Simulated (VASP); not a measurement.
# Ta (P6_3/mmc) in VASP: settings compared

Aim: see how the results for Ta move with the level of theory and the settings. Levels: HSE06, PBE. Tasks: single point, relaxation of cell and atoms.

Everything below comes from runs of VASP 6.6.1. Logs are shortened: lines on timing, memory, paths and dates and some standing lists are left out, and cuts for length are marked.

## Step 1: The cell of the first run

Symmetry: P6_3/mmc, No. 194, hexagonal system. The conventional cell has a = 2.874 Å, b = 2.874 Å, c = 5.136 Å, α = 90.00°, β = 90.00°, γ = 120.00°. Ta (site symmetry -6m2) has 12 Ta at 2.87 to 3.06 Å within 3.8 Å.

## Step 2: Single point, HSE06

The input, POSCAR:

```
Ta
1.0
    2.8737910947      0.0000000000      0.0000000000
   -1.4368955473      2.4887760932      0.0000000000
    0.0000000000      0.0000000000      5.1362660301
Ta
2
Direct
    0.3333333333      0.6666666667      0.7500000000
    0.6666666667      0.3333333333      0.2500000000
```

The input, INCAR.step1:

```
SYSTEM = Ta
PREC = Accurate
ENCUT = 520
EDIFF = 1E-5
ISMEAR = 0
SIGMA = 0.05
LREAL = .False.
LASPH = .True.
NELM = 100
ALGO = Normal
ISIF = 2
LWAVE = .True.
GGA = PE
NBANDS = 18
```

The input, INCAR.step2:

```
SYSTEM = Ta
PREC = Accurate
ENCUT = 520
EDIFF = 1E-6
ISMEAR = 0
SIGMA = 0.05
LREAL = .False.
LASPH = .True.
NELM = 100
ALGO = Normal
ISIF = 2
LWAVE = .False.
LCHARG = .True.
GGA = PE
LHFCALC = .True.
HFSCREEN = 0.2079
PRECFOCK = Normal
LELF = .True.
LVHAR = .True.
ISTART = 1
NBANDS = 18
```

The input, KPOINTS:

```
regular mesh
0
Gamma
  8 8 4
  0 0 0
```

Potentials or basis: VASP PAW PBE potentials, release 64 (Ta_pv).

Launch:

```sh
$ cat potpaw_PBE.64/Ta_pv/POTCAR > POTCAR
$ cp INCAR.step1 INCAR
$ mpirun -np 1 vasp_std > vasp.out
$ cp INCAR.step2 INCAR
$ mpirun -np 1 vasp_std > vasp.out
```

OUTCAR:

```text
SYSTEM = Ta
   PREC = Accurate
   ENCUT = 520
   EDIFF = 1E-6
   ISMEAR = 0
   LREAL = .False.
   LASPH = .True.
   NELM = 100
   ISIF = 2
   GGA = PE
   LHFCALC = .True.
   HFSCREEN = 0.2079
   PRECFOCK = Normal
   ISTART = 1

 ion  position               nearest neighbor table
   1  0.333  0.667  0.750-   2 3.06   2 3.06   2 3.06   2 3.06   2 3.06   2 3.06
   2  0.667  0.333  0.250-   1 3.06   1 3.06   1 3.06   1 3.06   1 3.06   1 3.06

  LATTYP: Found a hexagonal cell.
 ALAT       =     2.8737910947
 C/A-ratio  =     1.7872788456

  Lattice vectors:

 A1 = (   2.8737910947,   0.0000000000,   0.0000000000)
 A2 = (  -1.4368955473,   2.4887760932,   0.0000000000)
 A3 = (   0.0000000000,   0.0000000000,   5.1362660301)

Analysis of symmetry for initial positions (statically):
=====================================================================
 Subroutine PRICEL returns:
 Original cell was already a primitive cell.

 Routine SETGRP: Setting up the symmetry group for a
 hexagonal supercell.

 Subroutine GETGRP returns: Found 24 space group operations
 (whereof 12 operations were pure point group operations)
 out of a pool of 24 trial point group operations.

The static configuration has the point symmetry D_3d.
 The point group associated with its full space group is D_6h.

Analysis of symmetry for dynamics (positions and initial velocities):
=====================================================================
 Subroutine PRICEL returns:
 Original cell was already a primitive cell.

 Routine SETGRP: Setting up the symmetry group for a
 hexagonal supercell.

 Subroutine GETGRP returns: Found 24 space group operations
 (whereof 12 operations were pure point group operations)
 out of a pool of 24 trial point group operations.

The dynamic configuration has the point symmetry D_3d.
 The point group associated with its full space group is D_6h.

 Subroutine INISYM returns: Found 24 space group operations
 (whereof 12 operations are pure point group operations),
 and found     1 'primitive' translations

----------------------------------------------------------------------------------------

                                     Primitive cell

  volume of cell :      36.7357

  direct lattice vectors                    reciprocal lattice vectors
     2.873791095  0.000000000  0.000000000     0.347972405  0.200901962  0.000000000
    -1.436895547  2.488776093  0.000000000     0.000000000  0.401803924  0.000000000
     0.000000000  0.000000000  5.136266030     0.000000000  0.000000000  0.194693965

  length of vectors
     2.873791095  2.873791095  5.136266030     0.401803924  0.401803924  0.194693965

  position of ions in fractional coordinates (direct lattice)
     0.333333333  0.666666667  0.750000000
     0.666666667  0.333333333  0.250000000

  ion indices of the primitive-cell ions
   primitive index   ion index
                 1           1
                 2           2

----------------------------------------------------------------------------------------

 KPOINTS: regular mesh

Automatic generation of k-mesh.
 Grid dimensions read from file:
 generate k-points for:    8    8    4

 Generating k-lattice:

  Cartesian coordinates                     Fractional coordinates (reciprocal lattice)
     0.043496551  0.025112745  0.000000000     0.125000000  0.000000000  0.000000000
     0.000000000  0.050225490  0.000000000     0.000000000  0.125000000  0.000000000
     0.000000000  0.000000000  0.048673491     0.000000000  0.000000000  0.250000000

  Length of vectors
     0.050225490  0.050225490  0.048673491

  Shift w.r.t. Gamma in fractional coordinates (k-lattice)
     0.000000000  0.000000000  0.000000000

 Subroutine IBZKPT returns following result:
 ===========================================

 Found     30 irreducible k-points:

 Following reciprocal coordinates:
            Coordinates               Weight
  0.000000  0.000000  0.000000      1.000000
  0.125000 -0.000000  0.000000      6.000000
  0.250000 -0.000000  0.000000      6.000000
  0.375000 -0.000000  0.000000      6.000000
  0.500000 -0.000000  0.000000      3.000000
  0.125000  0.125000  0.000000      6.000000
[... 16 lines left out ...]
  0.250000 -0.000000  0.500000      6.000000
  0.375000 -0.000000  0.500000      6.000000
 [... further k-points ...]
   k-points           NKPTS =     30   k-points in BZ     NKDIM =    256   number of bands    NBANDS=     18
   number of dos      NEDOS =    301   number of ions     NIONS =      2
   total plane-waves  NPLWV =  23040
   dimension x,y,z NGX =    24 NGY =   24 NGZ =   40
   dimension x,y,z NGXF=    48 NGYF=   48 NGZF=   80
   ions per type =               2
   NGX,Y,Z   is equivalent  to a cutoff of  13.88, 13.88, 12.95 a.u.
   NGXF,Y,Z  is equivalent  to a cutoff of  27.77, 27.77, 25.89 a.u.
 SYSTEM =  Ta
   PREC   = accura    normal or accurate (medium, high low for compatibility)
   ISTART =      1    job   : 0-new  1-cont  2-samecut
   ICHARG =      0    charge: 1-file 2-atom 10-const
   ISPIN  =      1    spin polarized calculation?
   LNONCOLLINEAR =      F non collinear calculations
   LSORBIT =      F    spin-orbit coupling
   LASPH  =      T    aspherical Exc in radial PAW
   ENCUT  =  520.0 eV  38.22 Ry    6.18 a.u.   5.34  5.34  9.55*2*pi/ulx,y,z
   NELM   =    100;   NELMIN=  2; NELMDL=  0     # of ELM steps
   EDIFF  = 0.1E-05   stopping-criterion for ELM
   LREAL  =      F    real-space projection
   EDIFFG = 0.1E-04   stopping-criterion for IOM
   NSW    =      0    number of steps for IOM
   IBRION =     -1    ionic relax: 0-MD 1-quasi-New 2-CG
   NFREE  =      0    steps in history (QN), initial steepest desc. (CG)
   ISIF   =      2    stress and relaxation
   ISYM   =      3    0-nonsym 1-usesym 2-fastsym
   POTIM  = 0.5000    time-step for ionic-motion
   TEBEG  =    0.0;   TEEND  =   0.0 temperature during run
   PSTRESS=    0.0 pullay stress
   NELECT =      22.0000    total number of electrons
   NUPDOWN=      -1.0000    fix difference up-down
   EMIN   =  10.00;   EMAX   =-10.00  energy-range for DOS
   EFERMI =   0.00;   METHOD = LEGACY
   ISMEAR =     0;   SIGMA  =   0.05  broadening in eV -4-tet -1-fermi 0-gaus
   EFERMI_NEDOS =   21; number of points for ismear=-14 and -15
   IALGO  =     38    algorithm
   IMIX   =      1    mixing-type and parameters
     AMIX     =   0.40;   BMIX     =  1.00
     AMIX_MAG =   1.60;   BMIX_MAG =  1.00
  volume/ion in A,a.u.               =      18.37       123.95
  Fermi-wavevector in a.u.,A,eV,Ry     =   1.379917  2.607665 25.907808  1.904170
  Thomas-Fermi vector in A             =   2.504842
   LORBIT       =      0    0 simple, 1 ext, 2 COOP (PROOUT), +10 PAW based schemes
   GGA     = PE    functional components
   LHFCALC =     T    Hartree Fock is set to
   PRECFOCK=normal    Normal, Fast or Accurate (Low or Medium for compatibility)
   ENCUT4O =  -1.0   cutoff for four orbital integrals eV
   NKREDX  =     1    reduce k-point grid by
   NKREDY  =     1    reduce k-point grid by
   NKREDZ  =     1    reduce k-point grid by
   AEXX    =    0.2500 exact exchange contribution
   HFSCREEN=    0.2079 screening length (either q_TF or 0.3 A-1)
   HFSCREENC=   0.2079 screening length for correlation (either q_TF or 0.3 A-1)
   ENCUTFOCK=  -1.0 apply spherical cutoff to Coloumb kernel
   IVDW    =     0    specifies the selected vdW correction
   LEPSILON=     F    determine dielectric tensor
   LRPA    =     F    only Hartree local field effects (RPA)
 non-spin polarized calculation
 Gauss-broadening in eV      SIGMA  =   0.05
  energy-cutoff  :      520.00
  volume of cell :       36.74
 maximum number of plane-waves:      1015
 NGX is ok and might be reduce to    24
  NGX = 18; NGY = 18; NGZ = 30

 number of electron      22.0000002 magnetization

 Free energy of the ion-electron system (eV)
  ---------------------------------------------------
  ext. energy  EPLUGINS =         0.00000000
  ---------------------------------------------------
  free energy    TOTEN  =       -26.39756780 eV

  energy without entropy =      -26.39636310  energy(sigma->0) =      -26.39696545

 E-fermi :   5.7264     XC(G=0): -10.2270

 val. band max:        5.6778134982   @ k =   0.1250   0.1250   0.0000
 cond. band min:       5.7747965368   @ k =   0.1250   0.1250   0.2500
 fundamental gap:      0.0969830385
 Fermi energy:         5.7264369963

 k-point     1 :       0.0000    0.0000    0.0000
  band No.  band energies     occupation
      1     -31.4657      2.00000
      2     -30.4452      2.00000
      3     -30.3404      2.00000
      4     -30.3404      2.00000
      5     -30.2505      2.00000
      6     -30.2505      2.00000
[... 10 lines left out ...]
     17      11.7783      0.00000
     18      11.7783      0.00000

 k-point     2 :       0.1250   -0.0000    0.0000
  band No.  band energies     occupation
      1     -31.4015      2.00000
      2     -30.5329      2.00000
      3     -30.4511      2.00000
      4     -30.4473      2.00000
      5     -30.3887      2.00000
      6     -30.2843      2.00000
[... 10 lines left out ...]
     17      12.0149      0.00000
     18      12.8998      0.00000

 k-point     3 :       0.2500   -0.0000    0.0000
  band No.  band energies     occupation
      1     -31.2329      2.00000
      2     -30.9903      2.00000
      3     -30.8905      2.00000
      4     -30.5007      2.00000
      5     -30.4774      2.00000
      6     -30.3685      2.00000
[... 10 lines left out ...]
     17      12.2343      0.00000
     18      14.8675      0.00000

 k-point     4 :       0.3750   -0.0000    0.0000
  band No.  band energies     occupation
      1     -31.4318      2.00000
      2     -31.3000      2.00000
      3     -31.0265      2.00000
      4     -30.6082      2.00000
      5     -30.5386      2.00000
      6     -30.4539      2.00000
[... 375 lines left out ...]
      4     -30.4661      2.00000
      5     -30.3368      2.00000
      6     -30.3368      2.00000
[... 10 lines left out ...]
     17      10.8500      0.00000
     18      10.8500      0.00000

 k-point    23 :       0.2500   -0.0000    0.5000
  band No.  band energies     occupation
      1     -31.0900      2.00000
      2     -31.0900      2.00000
      3     -30.7097      2.00000
      4     -30.7097      2.00000
      5     -30.4349      2.00000
      6     -30.4349      2.00000
[... 10 lines left out ...]
     17      10.6803      0.00000
     18      10.6803      0.00000

 k-point    24 :       0.3750   -0.0000    0.5000
  band No.  band energies     occupation
      1     -31.4445      2.00000
      2     -31.4445      2.00000
      3     -30.6998      2.00000
      4     -30.6998      2.00000
      5     -30.5314      2.00000
      6     -30.5314      2.00000
[... 10 lines left out ...]
     17      12.0398      0.00000
     18      12.0398      0.00000

 [... further k-points ...]

------------------------ aborting loop because EDIFF is reached ----------------------------------------

  FORCE on cell =-STRESS in cart. coord.  units (eV):
  Direction    XX          YY          ZZ          XY          YZ          ZX
  --------------------------------------------------------------------------------------
  -------------------------------------------------------------------------------------
  Total       -0.0047476     -0.0047476      0.0757866     -0.0000000      0.0000000     -0.0000000
  in kB       -0.2070597     -0.2070597      3.3053277     -0.0000000      0.0000000     -0.0000000
  external PRESSURE =       0.9637361 kB  Pullay stress =       0.0000000 kB

 VOLUME and BASIS-vectors are now :
 -----------------------------------------------------------------------------
  energy-cutoff  :      520.00
  volume of cell :       36.74
      direct lattice vectors                 reciprocal lattice vectors
     2.873791095  0.000000000  0.000000000     0.347972405  0.200901962  0.000000000
    -1.436895547  2.488776093  0.000000000     0.000000000  0.401803924  0.000000000
     0.000000000  0.000000000  5.136266030     0.000000000  0.000000000  0.194693965

 POSITION                                       TOTAL-FORCE (eV/Angst)
 -----------------------------------------------------------------------------------
     -0.00000      1.65918      3.85220         0.000000     -0.000000     -0.000000
      1.43690      0.82959      1.28407        -0.000000      0.000000      0.000000
 -----------------------------------------------------------------------------------
    total drift:                               -0.000000     -0.000000      0.000000

  FREE ENERGIE OF THE ION-ELECTRON SYSTEM (eV)
  ---------------------------------------------------
  free  energy   TOTEN  =       -26.3975677973 eV

  energy  without entropy=      -26.3963630980  energy(sigma->0) =      -26.39696545
```

Run time: 59 min. Hardware: 1 thread of Intel Xeon 6975P-C (Granite Rapids), shared host; peak memory 0.28 GiB.

What came out:

| Property | Result |
| --- | --- |
| Free energy | -26.3976 eV |
| Pressure | 0.1 GPa |
| Band gap on the k mesh | zero (band 11 reaches 7.22 eV, above the bottom of band 12 at 4.70 eV) |

Stress tensor (GPa, compression positive):
```
-0.02  0.00  0.00
 0.00 -0.02  0.00
 0.00  0.00  0.33
```

Caveat: the PAW data sets were made with another functional, which shifts forces and pressure a little; spin-orbit coupling is left out, which moves the levels of the heavy elements.

(Part 1 of 2 ends here.)
